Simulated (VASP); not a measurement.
A run of VASP 6.6.1 is set up as follows.

Contents of INCAR:

```
SYSTEM = Rh
PREC = Accurate
ENCUT = 500
EDIFF = 1E-7
ISMEAR = 0
SIGMA = 0.05
LREAL = .FALSE.
LASPH = .TRUE.
NELM = 120
ALGO = Normal
ISIF = 3
LWAVE = .FALSE.
LCHARG = .FALSE.
GGA = PS
IBRION = 2
NSW = 60
EDIFFG = -0.03
GGA_COMPAT = .FALSE.
NELMIN = 4
```

File KPOINTS:

```
regular mesh
0
G
  10 10 10
  0 0 0
```

POSCAR

```
Rh
1.0
    2.6839650000      0.0000000000      0.0000000000
    1.3419825000      2.3243818729      0.0000000000
    1.3419825000      0.7747939576      2.1914482458
Rh
1
Direct
    0.0000000000      0.0000000000      0.0000000000
```

Potentials or basis: VASP PAW PBE potentials, release 64 (Rh_pv).

Launch:

```bash
$ cat potpaw_PBE.64/Rh_pv/POTCAR > POTCAR
$ mpirun -np 1 vasp_std > vasp.out
```

(1) What does it give for the relaxed volume?

(2) Predict the relaxed cell.

(3) What does it give for the space group after relaxing (to 0.05 Å)?

Results:

(1) 13.50 Å³/atom.

(2) a = 2.673 Å, b = 2.673 Å, c = 2.673 Å, α = 60.00°, β = 60.00°, γ = 60.00°.

(3) Fm-3m (No. 225).

Caveat: the PAW data sets were made with another functional, which shifts forces and pressure a little.
